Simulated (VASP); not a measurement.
Wanted: the native input for a VASP 6.6.1 run.

* Task: single point
* Functional: PBE
* Dispersion: D3(BJ)
* Potentials or basis: VASP PAW PBE potentials, release 64 (Si, C)
* Cutoff: 520 eV
* k mesh: 4 × 4 × 4
* Occupations: gaussian, width 0.1 eV
* Spin: no spin polarisation
* Dipole correction: no
* Further INCAR settings: LREAL = Auto; ALGO = Normal; EDIFF = 1e-06; NBANDS = 83

The structure of SiC30 (a cell with a defect) lies in POSCAR:

```
SiC30
1.0
    0.0000000000      0.0000000000      7.1348525476
   -4.9294762873      4.2690516923      3.5674262738
   -4.9294762874     -4.2690516922      3.5674262738
Si C
1 30
Direct
    0.3750000998      0.6263485066      0.6236514205
    0.8750000615      0.5437785296      0.7062213975
    0.2423556845      0.9191582348      0.5961305230
    0.7502137831      0.9164363673      0.5831361165
    0.1254969937      0.2917653893      0.4572405466
    0.6324064501      0.2839170673      0.4512701592
   -0.0002137236      0.6668638107      0.3335635598
    0.5076444137      0.6538695056      0.3308417937
    0.3749999689      0.0420617841      0.2079382014
    0.8750000707      0.0430288607      0.2069711248
    0.2493122764      0.4244072964      0.0769680741
    0.7531167377      0.4166403473      0.0771263042
    0.1175937495      0.7987297679      0.9660828598
    0.6245029644      0.7927594820      0.9582346393
    0.9968832931      0.1728738346      0.8333596294
    0.5006876910      0.1730319476      0.8255927973
    0.5076442109      0.3335331095      0.6511785956
   -0.0002132165      0.3362548683      0.6641714879
    0.8750000615      0.7089186007      0.5410813264
    0.2493152179      0.0796527318      0.4217167557
    0.7531178534      0.0798095083      0.4139549117
    0.1254948636      0.4599320326      0.2890781633
    0.6324048272      0.4539598498      0.2812306225
    0.5006847495      0.8282833380      0.1703472898
   -0.0031177847      0.8360450806      0.1701904120
    0.3749999689      0.2106152596      0.0393847258
    0.8750000707      0.2096502912      0.0403496942
    0.2423559888      0.5988213315      0.9164668177
    0.7502132760      0.5858284392      0.9137450589
    0.1175953724      0.9687693046      0.7960400773
    0.6245050944      0.9609218652      0.7900679959
```

These files were run (other wordings do the same):

INCAR

```
SYSTEM = SiC30
  PREC = Accurate
  ENCUT = 520
  EDIFF = 1E-6
  ISMEAR = 0
  SIGMA = 0.1
  LREAL = Auto
  LASPH = .TRUE.
  NELM = 120
  ALGO = Normal
  ISIF = 2
  LWAVE = .FALSE.
  LCHARG = .FALSE.
  GGA = PE
  IVDW = 12
  NBANDS = 83
  GGA_COMPAT = .FALSE.
```

KPOINTS

```
Automatic mesh
0
G
  4 4 4
  0 0 0
```

Potentials or basis: VASP PAW PBE potentials, release 64 (Si, C).

The run is started by

```console
$ cat potpaw_PBE.64/Si/POTCAR potpaw_PBE.64/C/POTCAR > POTCAR
$ mpirun -np 1 vasp_std > vasp.out
```

It gave:

- Pressure: 3.3 GPa
- Largest force: 0.049 eV/Å
- Band gap on the k mesh: zero (band 62 reaches 3.80 eV, above the bottom of band 63 at 3.66 eV)
- Dispersion energy per atom: -0.149 eV

Wall time 6.4 min on 1 thread of Intel(R) Xeon(R) 6975P-C (Granite Rapids), on a shared host, peak memory 0.54 GiB.
